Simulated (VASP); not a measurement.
Write the native input for VASP 6.6.1 that does the following.

```yaml
Task: single point
Functional: PBE
Potentials_or_basis: VASP PAW PBE potentials, release 64 (Ir_sv_GW)
Cutoff: 420 eV
k_mesh: 1 × 1 × 20
Occupations: gaussian, width 0.05 eV
Spin: no spin polarisation
Dipole_correction: no
Second_run: valence_matched
Further_INCAR_settings: ALGO = Normal; EDIFF = 1e-06; NBANDS = 50
```

The structure of Ir lies in POSCAR:

```
Ir
1.0
   13.1000000000      0.0000000000      0.0000000000
    0.0000000000     13.2000000000      0.0000000000
    0.0000000000      0.0000000000      2.5792354321
Ir
5
Direct
    0.5604671866      0.6804532311      0.0000000000
    0.5637266897      0.3508143569      0.0000000000
    0.4319309989      0.4669365280      0.5000000000
    0.6103631446      0.5194465441      0.5000000000
    0.3857442440      0.6289652860      0.0000000000
```

One way to write it, as run:

INCAR

```
SYSTEM = Ir
ALGO = Normal ; EDIFF = 1E-6
ENCUT = 420 ; GGA = PE
GGA_COMPAT = .FALSE. ; ISIF = 2
ISMEAR = 0 ; LASPH = .TRUE.
LCHARG = .TRUE. ; LELF = .TRUE.
LREAL = .FALSE. ; LVHAR = .TRUE.
LWAVE = .FALSE. ; NBANDS = 50
NELM = 120 ; PREC = Accurate
SIGMA = 0.05
```

KPOINTS

```
k-points
0
G
  1 1 20
  0 0 0
```

Potentials or basis: VASP PAW PBE potentials, release 64 (Ir_sv_GW).

Run with:

```sh
$ cat potpaw_PBE.64/Ir_sv_GW/POTCAR > POTCAR
$ mpirun -np 1 vasp_std > vasp.out
```

Results of the run:

| Item | Value |
| --- | --- |
| Largest force | 0.051 eV/Å |

Wall time 6.3 min on 1 thread of Intel(R) Xeon(R) Platinum 8375C CPU @ 2.90GHz (Ice Lake), on a shared host, peak memory 0.42 GiB.
